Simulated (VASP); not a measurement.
BaTiO3:

```xyz
5
Lattice="3.9855 0.0000 0.0000 0.0000 2.8369 2.8451 0.0000 -2.8369 2.8451" Properties=species:S:1:pos:R:3 pbc="T T T"
Ba    0.0000    0.0000    0.0000
Ti    1.9928    0.0000    2.9157
O     0.0000    0.0000    2.7735
O     1.9928   -1.3804    4.2594
O     1.9928    1.3804    4.2594
```

- Program: VASP 6.6.1
- Task: relaxation of cell and atoms
- Functional: PBEsol
- Potentials or basis: VASP PAW PBE potentials, release 64 (Ba_sv, Ti_sv, O)
- Cutoff: 600 eV
- k mesh: 6 × 6 × 6
- Occupations: methfessel-paxton, width 0.01 eV
- Spin: no spin polarisation

At the start: pressure -2.3 GPa; volume 12.87 Å³/atom.

Problem. Where does the relaxation end?

Solution. Over 15 steps the energy falls by 6.2 meV/atom and the volume is 12.83 Å³/atom (-0.3 %); space group Amm2 (No. 38, to 0.1 Å) before and after.

Step by step:
```tsv
step	energy change (eV)	largest force (eV/Å)	pressure (GPa)	volume (Å³)
1	0.0000	0.2804	-2.27	64.34
2	-0.0077	0.1896	2.77	62.66
3	-0.0119	0.2073	0.83	63.27
4	-0.0197	0.1555	0.68	63.42
5	-0.0277	0.0879	0.39	63.84
6	-0.0278	0.0711	0.39	63.79
7	-0.0294	0.1010	-0.64	64.22
8	-0.0295	0.0948	-0.45	64.13
9	-0.0301	0.0366	0.37	63.93
10	-0.0302	0.0415	0.13	63.99
11	-0.0306	0.0233	0.08	64.06
12	-0.0307	0.0423	0.01	64.17
13	-0.0307	0.0255	-0.01	64.13
14	-0.0307	0.0242	0.02	64.12
15	-0.0309	0.0098	0.01	64.16
```

Final structure:
```cif
data_structure
_symmetry_space_group_name_H-M 'P 1'
_symmetry_Int_Tables_number 1
_cell_length_a 3.9621
_cell_length_b 4.0241
_cell_length_c 4.0241
_cell_angle_alpha 89.774
_cell_angle_beta 90.000
_cell_angle_gamma 90.000
_cell_volume 64.16
loop_
_atom_site_label
_atom_site_type_symbol
_atom_site_fract_x
_atom_site_fract_y
_atom_site_fract_z
_atom_site_occupancy
Ba1 Ba 0.00000 0.00648 0.00648 1
Ti1 Ti 0.50000 0.52066 0.52066 1
O1 O 0.00000 0.49200 0.49200 1
O2 O 0.50000 0.49374 0.98401 1
O3 O 0.50000 0.98401 0.49374 1
```

Caveat: the PAW data sets were made with another functional, which shifts forces and pressure a little.
